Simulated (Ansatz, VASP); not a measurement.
# SnTe in VASP and in Ansatz

File INCAR:

```
SYSTEM = SnTe
PREC = Accurate ; ENCUT = 600
EDIFF = 1E-7 ; ISMEAR = -1
SIGMA = 0.05 ; LREAL = .FALSE.
LASPH = .TRUE. ; NELM = 100
ALGO = Normal ; ISIF = 3
LWAVE = .FALSE. ; LCHARG = .FALSE.
GGA = PE ; IVDW = 13
IBRION = 2 ; NSW = 80
EDIFFG = -0.02
```

File KPOINTS:

```
regular mesh
0
G
  7 7 7
  0 0 0
```

The input POSCAR:

```
SnTe
1.0
    0.0000000000      3.1508500000      3.1508500000
    3.1508500000      0.0000000000      3.1508500000
    3.1508500000      3.1508500000      0.0000000000
Te Sn
1 1
Direct
    0.5000000000      0.5000000000      0.5000000000
    0.0000000000      0.0000000000      0.0000000000
```

File input.yaml:

```yaml
crystal:
  lattice:
    - [0.0, 3.15085, 3.15085]
    - [3.15085, 0.0, 3.15085]
    - [3.15085, 3.15085, 0.0]
  atoms:
    - { symbol: Te, position: [0.5, 0.5, 0.5] }
    - { symbol: Sn, position: [0.0, 0.0, 0.0] }
kpoints:
  mp_grid: { grid: [7, 7, 7] }
scf:
  occupations: { method: fermi_dirac, width: 0.05 }
hamiltonian:
  xc: pbe
  dispersion: d4
  pseudopotentials: { kind: all_electron, lapw: { basis_error: 0.001 } }
output:
  forces: true
  stress: true
relax:
  f_tol: 0.02
  max_steps: 60
  cell: {}
```

Alike in both runs: task relaxation of cell and atoms; functional PBE; dispersion D4; k mesh 7 × 7 × 7; occupations fermi-dirac, width 0.05 eV; no spin polarisation.

```csv
,VASP,Ansatz
version,VASP 6.6.1,Ansatz 0.2.0
potentials or method,"VASP PAW PBE potentials, release 64 (Te, Sn_d), cutoff 600 eV","all-electron LAPW, scalar-relativistic"
```

```tsv
	VASP	Ansatz	Ansatz less VASP
relaxed volume (Å³/atom)	31.28	31.28	0.000
relaxed cell length with the largest relative difference (Å)	4.456	4.456	0.0000
```

Ansatz ran all-electron here, and VASP with PAW potentials.

Spin-orbit coupling is off throughout. Noted on VASP's run: the relaxation stopped at its first step, so nothing moved.
